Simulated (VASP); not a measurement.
Wanted: the native input for a VASP 6.6.1 run.

```yaml
Task: single point
Functional: LDA
Potentials_or_basis: VASP PAW LDA potentials, release 64 (Ru_pv)
Cutoff: 500 eV
k_mesh: 21 × 21 × 12
Occupations: gaussian, width 0.15 eV
Spin: collinear spin, ferromagnetic start
Starting_moments: "[0.375, 0.375] μB"
Fixed_moment: 0.75 μB
Dipole_correction: no
Further_INCAR_settings: ALGO = Normal; EDIFF = 1e-06; NBANDS = 25
```

The structure of Ru lies in POSCAR:

```
Ru
1.0
    2.6007366025      0.0000000000      0.0000000000
   -1.3003683013      2.2523039663      0.0000000000
    0.0000000000      0.0000000000      4.1108640170
Ru
2
Direct
    0.3333333333      0.6666666667      0.2500000000
    0.6666666667      0.3333333333      0.7500000000
```

These files were run (other wordings do the same):

INCAR

```
PREC = Accurate
ENCUT = 500
EDIFF = 1E-6
ISMEAR = 0
SIGMA = 0.15
LREAL = False
LASPH = True
NELM = 200
ALGO = Normal
ISIF = 2
LWAVE = False
LCHARG = False
ISPIN = 2
MAGMOM = 0.375 0.375
LORBIT = 11
NUPDOWN = 0.75
LMAXMIX = 4
GGA = CA
NBANDS = 25
GGA_COMPAT = False
```

KPOINTS

```
regular mesh
0
Gamma
  21 21 12
```

Potentials or basis: VASP PAW LDA potentials, release 64 (Ru_pv).

Launch:

```sh
$ cat potpaw_LDA.64/Ru_pv/POTCAR > POTCAR
$ mpirun -np 1 vasp_std > vasp.out
```

It gave:

| Property | Result |
| --- | --- |
| Pressure | 40.8 GPa |
| Net moment | 0.75 μB per cell |
| Site moments | Ru +0.35 μB |
| Valence electrons inside the program's atomic spheres | Ru 12.97 |

Caveat: the cell stands under pressure; the total moment is fixed, so each spin has its own Fermi level and the state may be an excited one.

Wall time 7.5 min on 1 thread of Intel Xeon 8259CL (shared host), peak memory 0.34 GiB.
